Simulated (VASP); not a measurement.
Wanted: the native input for a VASP 6.6.1 run.

* Task: relaxation of cell and atoms
* Functional: PBEsol
* Potentials or basis: VASP PAW PBE potentials, release 64 (Cu, O)
* Cutoff: 600 eV
* k mesh: 9 × 9 × 5
* Occupations: fermi-dirac, width 0.05 eV
* Spin: no spin polarisation
* Target pressure: 10 GPa
* Dipole correction: no
* Further INCAR settings: ALGO = Normal; EDIFF = 1e-07; IBRION = 2; EDIFFG = -0.02; NSW = 80; ISIF = 3

The structure of CuO lies in POSCAR:

```
CuO
1.0
    1.9909680000     -2.1535500000      0.0000000000
    1.9909680000      2.1535500000      0.0000000000
    0.0000000000      0.0000000000      5.1559280000
Cu O
2 2
Direct
    0.5000000000      0.0000000000      0.0000000000
    0.0000000000      0.5000000000      0.5000000000
    0.5000000000      0.5000000000      0.2500000000
    0.5000000000      0.5000000000      0.7500000000
```

The input as run:

INCAR

```
PREC = Accurate
ENCUT = 600
EDIFF = 1E-7
ISMEAR = -1
SIGMA = 0.05
LREAL = F
LASPH = T
NELM = 80
ALGO = Normal
ISIF = 3
LWAVE = F
LCHARG = F
GGA = PS
IBRION = 2
NSW = 80
EDIFFG = -0.02
PSTRESS = 100.0
```

KPOINTS

```
regular mesh
0
Gamma
  9 9 5
```

Potentials or basis: VASP PAW PBE potentials, release 64 (Cu, O).

Command:

```console
$ cat potpaw_PBE.64/Cu/POTCAR potpaw_PBE.64/O/POTCAR > POTCAR
$ mpirun -np 1 vasp_std > vasp.out
```

Results of the run:

```json
{
 "Relaxed volume": "10.06 Å³/atom",
 "Relaxed cell": "a = 2.814 Å, b = 2.814 Å, c = 5.097 Å, α = 90.00°, β = 90.00°, γ = 94.27°",
 "Space group after relaxing (to 0.1 Å)": "Cccm (No. 66)",
 "Energy change on relaxing (the run minimises the enthalpy)": "+12.1 meV/atom",
 "Ionic steps": "6",
 "Pressure after relaxing": "10.2 GPa",
 "Band gap on the k mesh": "zero (bands 17 and 18 overlap by 0.92 eV)"
}
```

Caveat: the cell is relaxed towards a set pressure, so the run minimises the enthalpy, not the energy; the PAW data sets were made with another functional, which shifts forces and pressure a little; semilocal functionals often make such compounds metallic where correlation or magnetic order opens a gap, which also shifts bond lengths.

Wall time 7.5 min on 1 thread of Intel Xeon 8259CL, on a shared host, peak memory 0.22 GiB.
